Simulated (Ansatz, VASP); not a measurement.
One calculation of HgTe, two programs

```xyz
4
Lattice="4.8195 0.0000 0.0000 -2.4098 4.1738 0.0000 0.0000 0.0000 7.1962" Properties=species:S:1:pos:R:3 pbc="T T T"
Hg    0.0000    2.7825    1.7991
Hg    2.4098    1.3913    5.3972
Te    2.4098    1.3913    1.7991
Te    0.0000    2.7825    5.3972
```

Alike in both runs: task single point; functional r2SCAN; k mesh 6 × 6 × 4; occupations fermi-dirac, width 0.02 eV; no spin polarisation.

|  | VASP | Ansatz |
| --- | --- | --- |
| version | VASP 6.6.1 | Ansatz 0.2.0 |
| potentials or method | VASP PAW PBE potentials, release 64 (Hg, Te) | plane waves, PAW |
| plane-wave cutoff (eV) | 520 | 500 |
| valence electrons in the cell | 36 | 72 |

Ansatz gave:

```
pressure (GPa)                                                : 0.0
traceless stress, the component that is largest in VASP (GPa) : -0.01
```

Estimate VASP's values.

pressure (GPa): 0.1; traceless stress, the component that is largest in VASP (GPa): -0.07.

VASP's potentials were made for PBE, not for r2SCAN. VASP's potentials hold 36 valence electrons a cell and Ansatz's 72, so a difference there can come from the potentials and not from the codes.

Spin-orbit coupling is off throughout.
